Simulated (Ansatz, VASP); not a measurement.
Nb: VASP beside Ansatz

Contents of INCAR:

```
PREC     = Accurate       # precision mode
ENCUT    = 500            # plane-wave cutoff, eV
EDIFF    = 1E-6           # SCF threshold, eV
ISMEAR   = 1              # smearing method
SIGMA    = 0.01           # smearing width, eV
LREAL    = False          # projectors in reciprocal space
LASPH    = True           # aspherical terms in the spheres
NELM     = 200            # most SCF steps
ALGO     = Normal         # electronic algorithm
ISIF     = 2              # what is computed and relaxed
LWAVE    = False          # write WAVECAR
LCHARG   = False          # write CHGCAR
LMAXMIX  = 4              # l up to which the mixer works
LDAU     = True           # DFT+U
LDAUTYPE = 2            
LDAUL    = 2              # shell
LDAUU    = 4              # U, eV
LDAUJ    = 0            
LDAUPRINT= 1            
GGA      = CA             # functional
NBANDS   = 12             # bands
GGA_COMPAT= False
```

KPOINTS

```
regular mesh
0
Gamma
  11 11 11
```

The input POSCAR:

```
Nb
1.0
   -1.6965847559      1.6965847559      1.6965847559
    1.6965847559     -1.6965847559      1.6965847559
    1.6965847559      1.6965847559     -1.6965847559
Nb
1
Direct
    0.0000000000      0.0000000000      0.0000000000
```

File input.yaml:

```yaml
crystal:
  lattice:
    - [-1.6965847559, 1.6965847559, 1.6965847559]
    - [1.6965847559, -1.6965847559, 1.6965847559]
    - [1.6965847559, 1.6965847559, -1.6965847559]
  atoms:
    - { symbol: Nb, position: [0.0, 0.0, 0.0] }
kpoints:
  mp_grid: { grid: [11, 11, 11] }
scf:
  occupations: { method: methfessel_paxton, width: 0.01 }
hamiltonian:
  xc: lda
  pseudopotentials: { kind: all_electron, lapw: { basis_error: 0.0005 } }
  hubbard:
    sites: [{ species: Nb, l: d, u_eff: 4 }]
    double_counting: fll
    projectors: ortho-atomic
output:
  forces: true
  stress: true
  eigenvalues: true
  hubbard: {}
```

Change from the starting cell: volume scaled by 1.06.

Alike in both runs: task single point; functional LDA; k mesh 11 × 11 × 11; occupations methfessel-paxton of order 1, width 0.01 eV; no spin polarisation; Hubbard terms Nb d U = 4.0 eV.

|  | VASP | Ansatz |
| --- | --- | --- |
| version | VASP 6.6.1 | Ansatz 0.2.0 |
| potentials or method | VASP PAW LDA potentials, release 64 (Nb_sv), cutoff 500 eV | all-electron LAPW, scalar-relativistic |

```tsv
	VASP	Ansatz	Ansatz less VASP
gap on the k mesh at the Fermi level (eV)	none	none	-
pressure (GPa)	-10.8	-17.2	-6.48
```

LDA's correlation is that of Perdew and Zunger in VASP and of Perdew and Wang (1992) in Ansatz. The programs project onto different local orbitals, so the same U acts differently, and such runs can settle in different states. A gap of «none» marks a metal or a gap that the smearing closes. Ansatz ran all-electron here, and VASP with PAW potentials.

Noted on Ansatz's run: U is the effective U less J, on atomic orbitals that reach past the spheres.
